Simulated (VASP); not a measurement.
# Ge3Os (Im-3m) in VASP: notebook

Ge3Os is run at these levels: PBE; tasks: single point, relaxation of cell and atoms.

Everything below comes from runs of VASP 6.6.1. Logs are shortened: lines on timing, memory, paths and dates and some standing lists are left out, and cuts for length are marked.

## (1) The cell of the first run

Symmetry: Im-3m, No. 229, cubic system. The conventional cell has a = 5.212 Å, b = 5.212 Å, c = 5.212 Å, α = 90.00°, β = 90.00°, γ = 90.00°. Ge (site symmetry 4/mmm) has 4 Ge at 2.61 Å and 2 Os at 2.61 Å within 3.4 Å. Within 3.4 Å of Os (site symmetry m-3m) lie 6 Ge at 2.61 Å.

The cell was built from a structure type or drawn by symmetry, and may not be a known phase.

## (2) Single point, PBE

Contents of INCAR:

```
SYSTEM = Ge3Os
PREC = Accurate
ENCUT = 520
EDIFF = 1E-7
ISMEAR = 0
SIGMA = 0.1
LREAL = .False.
LASPH = .True.
NELM = 80
ALGO = Normal
ISIF = 2
LWAVE = .False.
LCHARG = .False.
GGA = PE
NBANDS = 33
```

Contents of KPOINTS:

```
regular mesh
0
Gamma
  4 4 4
  0 0 0
```

Contents of POSCAR:

```
Ge3Os
1.0
   -2.6059989480      2.6059989480      2.6059989480
    2.6059989480     -2.6059989480      2.6059989480
    2.6059989480      2.6059989480     -2.6059989480
Ge Os
3 1
Direct
    0.0000000000      0.5000000000      0.5000000000
    0.5000000000      0.0000000000      0.5000000000
    0.5000000000      0.5000000000      0.0000000000
    0.0000000000      0.0000000000      0.0000000000
```

Potentials or basis: VASP PAW PBE potentials, release 64 (Ge_d, Os).

Command:

```
$ cat potpaw_PBE.64/Ge_d/POTCAR potpaw_PBE.64/Os/POTCAR > POTCAR
$ mpirun -np 1 vasp_std > vasp.out
```

OUTCAR:

```text
SYSTEM = Ge3Os
   PREC = Accurate
   ENCUT = 520
   EDIFF = 1E-7
   ISMEAR = 0
   LREAL = .False.
   LASPH = .True.
   NELM = 80
   ISIF = 2
   GGA = PE

 ion  position               nearest neighbor table
   1  0.000  0.500  0.500-   2 2.61   3 2.61   4 2.61   4 2.61   3 2.61   2 2.61
   2  0.500  0.000  0.500-   1 2.61   3 2.61   4 2.61   3 2.61   4 2.61   1 2.61
   3  0.500  0.500  0.000-   1 2.61   2 2.61   4 2.61   2 2.61   1 2.61   4 2.61
   4  0.000  0.000  0.000-   1 2.61   2 2.61   3 2.61   1 2.61   2 2.61   3 2.61

  LATTYP: Found a body centered cubic cell.
 ALAT       =     5.2119978960

  Lattice vectors:

 A1 = (  -2.6059989480,   2.6059989480,   2.6059989480)
 A2 = (   2.6059989480,  -2.6059989480,   2.6059989480)
 A3 = (   2.6059989480,   2.6059989480,  -2.6059989480)

Analysis of symmetry for initial positions (statically):
=====================================================================
 Subroutine PRICEL returns:
 Original cell was already a primitive cell.

 Routine SETGRP: Setting up the symmetry group for a
 body centered cubic supercell.

 Subroutine GETGRP returns: Found 48 space group operations
 (whereof 48 operations were pure point group operations)
 out of a pool of 48 trial point group operations.

The static configuration has the point symmetry O_h .

Analysis of symmetry for dynamics (positions and initial velocities):
=====================================================================
 Subroutine PRICEL returns:
 Original cell was already a primitive cell.

 Routine SETGRP: Setting up the symmetry group for a
 body centered cubic supercell.

 Subroutine GETGRP returns: Found 48 space group operations
 (whereof 48 operations were pure point group operations)
 out of a pool of 48 trial point group operations.

The dynamic configuration has the point symmetry O_h .

 Subroutine INISYM returns: Found 48 space group operations
 (whereof 48 operations are pure point group operations),
 and found     1 'primitive' translations

----------------------------------------------------------------------------------------

                                     Primitive cell

  volume of cell :      70.7918

[... 69 lines left out ...]
   ISPIN  =      1    spin polarized calculation?
   LNONCOLLINEAR =      F non collinear calculations
   LSORBIT =      F    spin-orbit coupling
   LASPH  =      T    aspherical Exc in radial PAW
   ENCUT  =  520.0 eV  38.22 Ry    6.18 a.u.   8.39  8.39  8.39*2*pi/ulx,y,z
   NELM   =     80;   NELMIN=  2; NELMDL= -5     # of ELM steps
   EDIFF  = 0.1E-06   stopping-criterion for ELM
   LREAL  =      F    real-space projection
   EDIFFG = 0.1E-05   stopping-criterion for IOM
   NSW    =      0    number of steps for IOM
   IBRION =     -1    ionic relax: 0-MD 1-quasi-New 2-CG
   NFREE  =      0    steps in history (QN), initial steepest desc. (CG)
   ISIF   =      2    stress and relaxation
   ISYM   =      2    0-nonsym 1-usesym 2-fastsym
   POTIM  = 0.5000    time-step for ionic-motion
   TEBEG  =    0.0;   TEEND  =   0.0 temperature during run
   PSTRESS=    0.0 pullay stress
   NELECT =      50.0000    total number of electrons
   NUPDOWN=      -1.0000    fix difference up-down
   EMIN   =  10.00;   EMAX   =-10.00  energy-range for DOS
   EFERMI =   0.00;   METHOD = LEGACY
   ISMEAR =     0;   SIGMA  =   0.10  broadening in eV -4-tet -1-fermi 0-gaus
   EFERMI_NEDOS =   21; number of points for ismear=-14 and -15
   IALGO  =     38    algorithm
   IMIX   =      4    mixing-type and parameters
     AMIX     =   0.40;   BMIX     =  1.00
     AMIX_MAG =   1.60;   BMIX_MAG =  1.00
  volume/ion in A,a.u.               =      17.70       119.43
  Fermi-wavevector in a.u.,A,eV,Ry     =   1.457932  2.755092 28.920077  2.125566
  Thomas-Fermi vector in A             =   2.574676
   LORBIT       =      0    0 simple, 1 ext, 2 COOP (PROOUT), +10 PAW based schemes
   GGA     = PE    functional components
   LHFCALC =     F    Hartree Fock is set to
   AEXX    =    0.0000 exact exchange contribution
   IVDW    =     0    specifies the selected vdW correction
   LEPSILON=     F    determine dielectric tensor
   LRPA    =     F    only Hartree local field effects (RPA)
 non-spin polarized calculation
 Gauss-broadening in eV      SIGMA  =   0.10
  energy-cutoff  :      520.00
  volume of cell :       70.79
 maximum number of plane-waves:      1926
 NGX is ok and might be reduce to    36
   NGX = 17   NGY = 17   NGZ = 17

 number of electron      50.0000039 magnetization

 Free energy of the ion-electron system (eV)
  ---------------------------------------------------
  ext. energy  EPLUGINS =         0.00000000
  ---------------------------------------------------
  free energy    TOTEN  =       -22.38652098 eV

  energy without entropy =      -22.37601707  energy(sigma->0) =      -22.38126902

 E-fermi :   6.5937     XC(G=0): -11.7870

 val. band max:        6.5661457493   @ k =  -0.2500   0.2500   0.2500
 cond. band min:       6.6781352611   @ k =   0.0000   0.0000   0.0000
 fundamental gap:      0.1119895117
 Fermi energy:         6.5937070189

 k-point     1 :       0.0000    0.0000    0.0000
  band No.  band energies     occupation
      1     -18.0068      2.00000
      2     -18.0068      2.00000
      3     -17.8698      2.00000
      4     -17.8698      2.00000
      5     -17.8698      2.00000
      6     -17.7885      2.00000
[... 277 lines left out ...]
     32      16.5312      0.00000
     33      16.5312      0.00000

------------------------ aborting loop because EDIFF is reached ----------------------------------------

  FORCE on cell =-STRESS in cart. coord.  units (eV):
  Direction    XX          YY          ZZ          XY          YZ          ZX
  --------------------------------------------------------------------------------------
  -------------------------------------------------------------------------------------
  Total        0.0205386      0.0205386      0.0205386      0.0000000      0.0000000     -0.0000000
  in kB        0.4648356      0.4648356      0.4648356      0.0000000      0.0000000     -0.0000000
  external PRESSURE =       0.4648356 kB  Pullay stress =       0.0000000 kB

 VOLUME and BASIS-vectors are now :
 -----------------------------------------------------------------------------
  energy-cutoff  :      520.00
  volume of cell :       70.79
      direct lattice vectors                 reciprocal lattice vectors
    -2.605998948  2.605998948  2.605998948     0.000000000  0.191865005  0.191865005
     2.605998948 -2.605998948  2.605998948     0.191865005  0.000000000  0.191865005
     2.605998948  2.605998948 -2.605998948     0.191865005  0.191865005  0.000000000

 POSITION                                       TOTAL-FORCE (eV/Angst)
 -----------------------------------------------------------------------------------
      2.60600      0.00000      0.00000         0.000000     -0.000000     -0.000000
      0.00000      2.60600      0.00000        -0.000000      0.000000     -0.000000
      0.00000      0.00000      2.60600         0.000000     -0.000000      0.000000
      0.00000      0.00000      0.00000        -0.000000     -0.000000      0.000000
 -----------------------------------------------------------------------------------
    total drift:                                0.000000      0.000000     -0.000000

  FREE ENERGIE OF THE ION-ELECTRON SYSTEM (eV)
  ---------------------------------------------------
  free  energy   TOTEN  =       -22.3865209840 eV

  energy  without entropy=      -22.3760170655  energy(sigma->0) =      -22.38126902
```

OSZICAR:

```text
N       E                     dE             d eps       ncg     rms          rms(c)
DAV:   1     0.435072701235E+03    0.43507E+03   -0.24215E+04   648   0.410E+03
DAV:   2     0.512718319100E+02   -0.38380E+03   -0.36671E+03   528   0.769E+02
DAV:   3    -0.190276104348E+02   -0.70299E+02   -0.68460E+02   581   0.202E+02
DAV:   4    -0.229647322232E+02   -0.39371E+01   -0.38743E+01   620   0.522E+01
DAV:   5    -0.230477504923E+02   -0.83018E-01   -0.82966E-01   616   0.859E+00    0.104E+01
DAV:   6    -0.227767521520E+02    0.27100E+00   -0.29969E+00   739   0.908E+00    0.382E+00
DAV:   7    -0.224294483095E+02    0.34730E+00   -0.93511E-01   653   0.730E+00    0.341E+00
DAV:   8    -0.223862197846E+02    0.43229E-01   -0.14032E-01   695   0.273E+00    0.314E-01
DAV:   9    -0.223865973467E+02   -0.37756E-03   -0.15152E-02   621   0.154E+00    0.231E-01
DAV:  10    -0.223865701563E+02    0.27190E-04   -0.14317E-03   712   0.492E-01    0.534E-02
DAV:  11    -0.223865251360E+02    0.45020E-04   -0.15726E-04   603   0.135E-01    0.176E-02
DAV:  12    -0.223865219935E+02    0.31425E-05   -0.17144E-05   711   0.501E-02    0.564E-03
DAV:  13    -0.223865217348E+02    0.25872E-06   -0.15441E-06   671   0.156E-02    0.392E-03
DAV:  14    -0.223865210220E+02    0.71277E-06   -0.21203E-07   525   0.503E-03    0.894E-04
DAV:  15    -0.223865209840E+02    0.38015E-07   -0.19629E-08   348   0.109E-03
   1 F= -.22386521E+02 E0= -.22381269E+02  d E =-.105039E-01
```

stdout:

```text
POSCAR found type information on POSCAR GeOs
 POSCAR found :  2 types and       4 ions
 scaLAPACK will be used
 LDA part: xc-table for (Slater+PW92), standard interpolation
 POSCAR, INCAR and KPOINTS ok, starting setup
 FFT: planning ... GRIDC
 FFT: planning ... GRID_SOFT
 FFT: planning ... GRID
 WAVECAR not read
 entering main loop
```

It took 36 s on 1 thread of Intel Xeon Platinum 8259CL at 2.50GHz (Skylake/Cascade Lake), shared host; peak memory 0.21 GiB.

What came out:

```
Free energy            : -22.3865 eV
Pressure               : 0.0 GPa
Band gap on the k mesh : zero (bands 25 and 26 overlap by 1.81 eV)
```

Caveat: the k points lie up to 0.43 Å⁻¹ apart, too coarse for converged energies and pressures of a metal; spin-orbit coupling is left out, which moves the levels of the heavy elements.

## (3) Single point, PBE

This run uses another cell than the first one, of 21.50 Å³/atom.

Contents of INCAR:

```
PREC = Accurate
ENCUT = 520
EDIFF = 1E-6
ISMEAR = 0
SIGMA = 0.1
LREAL = False
LASPH = True
NELM = 60
ALGO = Normal
ISIF = 2
LWAVE = False
LCHARG = True
GGA = PE
LELF = True
LVHAR = True
NBANDS = 33
```

Contents of KPOINTS:

```
Automatic mesh
0
Gamma
  4 4 4
```

Contents of POSCAR:

```
Ge3Os
1.0
   -2.7804787600      2.7804787600      2.7804787600
    2.7804787600     -2.7804787600      2.7804787600
    2.7804787600      2.7804787600     -2.7804787600
Ge Os
3 1
Direct
    0.0000000000      0.5000000000      0.5000000000
    0.5000000000      0.0000000000      0.5000000000
    0.5000000000      0.5000000000      0.0000000000
    0.0000000000      0.0000000000      0.0000000000
```

Potentials or basis: VASP PAW PBE potentials, release 64 (Ge_d, Os).

Command:

```
$ cat potpaw_PBE.64/Ge_d/POTCAR potpaw_PBE.64/Os/POTCAR > POTCAR
$ mpirun -np 1 vasp_std > vasp.out
```

Run time: 44 s. Hardware: 1 thread of Intel Xeon Platinum 8259CL at 2.50GHz (Skylake/Cascade Lake), shared host; peak memory 0.21 GiB.

Results (log left out):

- Free energy: -21.5467 eV
- Pressure: -14.8 GPa
- Band gap on the k mesh: zero (bands 25 and 26 overlap by 1.59 eV)

Levels at points of the mesh, in eV from the Fermi level:
| k point | band 21 | band 22 | band 23 | band 24 | band 25 | band 26 | band 27 | band 28 |
| --- | --- | --- | --- | --- | --- | --- | --- | --- |
| (0.00, 0.00, 0.00) | -2.13 | -1.32 | -1.32 | -1.32 | 0.12 | 0.12 | 0.12 | 0.35 |
| (0.50, 0.00, 0.00) | -2.57 | -1.20 | -0.85 | -0.65 | 0.40 | 0.51 | 1.68 | 1.70 |
| (0.50, 0.50, 0.50) | -4.13 | -0.72 | -0.72 | -0.72 | 0.12 | 0.12 | 1.89 | 1.89 |

Caveat: the k points lie up to 0.40 Å⁻¹ apart, too coarse for converged energies and pressures of a metal; spin-orbit coupling is left out, which moves the levels of the heavy elements.

## (4) Single point, PBE

This run uses another cell than the first one, of 17.79 Å³/atom.

Contents of INCAR:

```
SYSTEM = Ge3Os
ALGO = Normal ; EDIFF = 1E-6
ENCUT = 520 ; GGA = PE
ISIF = 2 ; ISMEAR = 0
LASPH = .TRUE. ; LCHARG = .FALSE.
LREAL = .FALSE. ; LWAVE = .FALSE.
NBANDS = 33 ; NELM = 100
PREC = Accurate ; SIGMA = 0.1
```

Contents of KPOINTS:

```
k-points
0
G
  6 6 6
  0 0 0
```

Contents of POSCAR:

```
Ge3Os
1.0
   -2.6104332909      2.6104332909      2.6104332909
    2.6104332909     -2.6104332909      2.6104332909
    2.6104332909      2.6104332909     -2.6104332909
Ge Os
3 1
Direct
    0.0000000000      0.5000000000      0.5000000000
    0.5000000000      0.0000000000      0.5000000000
    0.5000000000      0.5000000000      0.0000000000
    0.0000000000      0.0000000000      0.0000000000
```

Command:

```
$ cat potpaw_PBE.64/Ge_d/POTCAR potpaw_PBE.64/Os/POTCAR > POTCAR
$ mpirun -np 1 vasp_std > vasp.out
```

It took 66 s on 1 thread of Intel Xeon Platinum 8259CL at 2.50GHz (Skylake/Cascade Lake), shared host; peak memory 0.21 GiB.

It converged, with:

```yaml
Free_energy: -22.3682 eV
Pressure: -0.2 GPa
Band_gap_on_the_k_mesh: zero (bands 25 and 26 overlap by 1.29 eV)
```

Levels at points of the mesh, in eV from the Fermi level:
| k point | band 23 | band 24 | band 25 | band 26 | band 27 | band 28 |
| --- | --- | --- | --- | --- | --- | --- |
| (0.00, 0.00, 0.00) | -1.93 | -1.93 | 0.00 | 0.00 | 0.00 | 0.79 |
| (0.50, 0.00, 0.00) | -1.30 | -0.94 | 0.61 | 0.68 | 1.82 | 1.95 |
| (0.50, 0.50, 0.50) | -1.05 | -1.05 | 0.29 | 0.29 | 2.20 | 2.20 |

Caveat: spin-orbit coupling is left out, which moves the levels of the heavy elements.

## (5) Relaxation of cell and atoms, PBE

This run uses another cell than the first one, of 21.50 Å³/atom.

Contents of INCAR:

```
SYSTEM = Ge3Os
PREC = Accurate
ENCUT = 600
EDIFF = 1E-6
ISMEAR = 0
SIGMA = 0.1
LREAL = .FALSE.
LASPH = .TRUE.
NELM = 60
ALGO = Normal
ISIF = 3
LWAVE = .FALSE.
LCHARG = .FALSE.
GGA = PE
IBRION = 2
NSW = 90
EDIFFG = -0.04
```

Contents of KPOINTS:

```
Automatic mesh
0
G
  4 4 4
  0 0 0
```

Contents of POSCAR:

```
Ge3Os
1.0
   -2.7804787600      2.7804787600      2.7804787600
    2.7804787600     -2.7804787600      2.7804787600
    2.7804787600      2.7804787600     -2.7804787600
Ge Os
3 1
Direct
    0.0000000000      0.5000000000      0.5000000000
    0.5000000000      0.0000000000      0.5000000000
    0.5000000000      0.5000000000      0.0000000000
    0.0000000000      0.0000000000      0.0000000000
```

Command:

```
$ cat potpaw_PBE.64/Ge_d/POTCAR potpaw_PBE.64/Os/POTCAR > POTCAR
$ mpirun -np 1 vasp_std > vasp.out
```

Run time: 1.8 min. Hardware: 1 thread of Intel Xeon Platinum 8259CL at 2.50GHz (Skylake/Cascade Lake), shared host; peak memory 0.25 GiB.

Results (log left out):

| Item | Value |
| --- | --- |
| Free energy | -22.3903 eV |
| Relaxed volume | 17.75 Å³/atom |
| Relaxed cell | a = 4.518 Å, b = 4.518 Å, c = 4.518 Å, α = 109.47°, β = 109.47°, γ = 109.47° |
| Space group after relaxing (to 0.1 Å) | Im-3m (No. 229) |
| Energy gained by relaxing | 210.8 meV/atom |
| Ionic steps | 3 |
| Pressure after relaxing | -0.3 GPa |
| Band gap on the k mesh | zero (bands 25 and 26 overlap by 1.81 eV) |

Step by step:
| step | energy change (eV) | largest force (eV/Å) | pressure (GPa) | volume (Å³) |
| --- | --- | --- | --- | --- |
| 1 | 0.0000 | 0.0000 | -14.78 | 85.98 |
| 2 | -0.4930 | 0.0000 | 17.20 | 63.59 |
| 3 | -0.8430 | 0.0000 | -0.26 | 71.01 |

Final structure:
```xyz
4
Lattice="-2.6087 2.6087 2.6087 2.6087 -2.6087 2.6087 2.6087 2.6087 -2.6087" Properties=species:S:1:pos:R:3 pbc="T T T"
Ge    2.6087    0.0000    0.0000
Ge    0.0000    2.6087    0.0000
Ge    0.0000    0.0000    2.6087
Os    0.0000    0.0000    0.0000
```

Levels at points of the mesh, in eV from the Fermi level:
```
           k point  band 22  band 23  band 24  band 25  band 26  band 27
(0.00, 0.00, 0.00)    -1.85    -1.85    -1.85     0.08     0.08     0.08
(0.50, 0.00, 0.00)    -1.52    -1.21    -0.87     0.70     0.76     1.93
(0.50, 0.50, 0.50)    -0.98    -0.98    -0.98     0.37     0.37     2.30
```

Caveat: the k points lie up to 0.43 Å⁻¹ apart in the final cell, too coarse for converged energies and pressures of a metal; the volume moved by over 15 % at a fixed basis, so the end points are rough; spin-orbit coupling is left out, which moves the levels of the heavy elements.

## (6) Relaxation of cell and atoms, PBE

Contents of INCAR:

```
ALGO = Normal
EDIFF = 1E-7
EDIFFG = -0.04
ENCUT = 600
GGA = PE
IBRION = 2
ISIF = 3
ISMEAR = 0
LASPH = True
LCHARG = False
LREAL = False
LWAVE = False
NELM = 80
NSW = 90
PREC = Accurate
SIGMA = 0.1
```

Contents of KPOINTS:

```
k-points
0
Gamma
  6 6 6
```

Contents of POSCAR:

```
Ge3Os
1.0
   -2.6059989480      2.6059989480      2.6059989480
    2.6059989480     -2.6059989480      2.6059989480
    2.6059989480      2.6059989480     -2.6059989480
Ge Os
3 1
Direct
    0.0000000000      0.5000000000      0.5000000000
    0.5000000000      0.0000000000      0.5000000000
    0.5000000000      0.5000000000      0.0000000000
    0.0000000000      0.0000000000      0.0000000000
```

Potentials or basis: VASP PAW PBE potentials, release 64 (Ge_d, Os).

Command:

```
$ cat potpaw_PBE.64/Ge_d/POTCAR potpaw_PBE.64/Os/POTCAR > POTCAR
$ mpirun -np 1 vasp_std > vasp.out
```

It took 2.5 min on 1 thread of Intel Xeon Platinum 8259CL at 2.50GHz (Skylake/Cascade Lake), shared host; peak memory 0.23 GiB.

Results (log left out):

```yaml
Free_energy: -22.3689 eV
Relaxed_volume: 17.78 Å³/atom
Relaxed_cell: a = 4.521 Å, b = 4.521 Å, c = 4.521 Å, α = 109.47°, β = 109.47°, γ = 109.47°
Space_group_after_relaxing_to_0.1_Å: Im-3m (No. 229)
Energy_gained_by_relaxing: 0.1 meV/atom
Ionic_steps: 3
Pressure_after_relaxing: 0.0 GPa
Band_gap_on_the_k_mesh: zero (bands 25 and 26 overlap by 1.29 eV)
```

Step by step:
```csv
step,energy change (eV),largest force (eV/Å),pressure (GPa),volume (Å³)
1,0.0000,0.0000,0.58,70.79
2,0.0000,0.0000,-0.54,71.45
3,-0.0006,0.0000,0.00,71.12
```

Final structure:
```cif
data_structure
_symmetry_space_group_name_H-M 'P 1'
_symmetry_Int_Tables_number 1
_cell_length_a 4.5207
_cell_length_b 4.5207
_cell_length_c 4.5207
_cell_angle_alpha 109.471
_cell_angle_beta 109.471
_cell_angle_gamma 109.471
_cell_volume 71.12
loop_
_atom_site_label
_atom_site_type_symbol
_atom_site_fract_x
_atom_site_fract_y
_atom_site_fract_z
_atom_site_occupancy
Ge1 Ge 0.00000 0.50000 0.50000 1
Ge2 Ge 0.50000 0.00000 0.50000 1
Ge3 Ge 0.50000 0.50000 0.00000 1
Os1 Os 0.00000 0.00000 0.00000 1
```

Levels at points of the mesh, in eV from the Fermi level:
| k point | band 22 | band 23 | band 24 | band 25 | band 26 | band 27 | band 28 | band 29 |
| --- | --- | --- | --- | --- | --- | --- | --- | --- |
| (0.00, 0.00, 0.00) | -1.93 | -1.93 | -1.93 | 0.00 | 0.00 | 0.00 | 0.79 | 0.79 |
| (0.50, 0.00, 0.00) | -1.59 | -1.30 | -0.94 | 0.61 | 0.68 | 1.82 | 1.95 | 2.32 |
| (0.50, 0.50, 0.50) | -1.05 | -1.05 | -1.05 | 0.29 | 0.29 | 2.20 | 2.20 | 2.20 |

Caveat: spin-orbit coupling is left out, which moves the levels of the heavy elements.

## (7) Summary

```tsv
task	cell	k mesh	cutoff (eV)	gap on the mesh (eV)	pressure (GPa)	relaxed volume (Å³/atom)
single point	a = 4.514 Å, angles 109.5°, 4 atoms	4 × 4 × 4	520	none	0.0	-
single point	a = 4.816 Å, angles 109.5°, 4 atoms	4 × 4 × 4	520	none	-14.8	-
single point	a = 4.521 Å, angles 109.5°, 4 atoms	6 × 6 × 6	520	none	-0.2	-
relaxation of cell and atoms	relaxed from a = 4.816 Å, angles 109.5°, 4 atoms	4 × 4 × 4	600	none	-0.3	17.75
relaxation of cell and atoms	relaxed from a = 4.514 Å, angles 109.5°, 4 atoms	6 × 6 × 6	600	none	0.0	17.78
```

Alike in all rows: level PBE; potentials or basis VASP PAW PBE potentials, release 64 (Ge_d, Os); no spin polarisation; smearing gaussian 0.1 eV.

Caveats: some runs use coarse meshes; spin-orbit coupling is left out, which moves the levels of the heavy elements; the volume moved by over 15 % at a fixed basis, so the end points are rough (at least some runs).

Absolute energies hang on the potentials; compare differences alone.
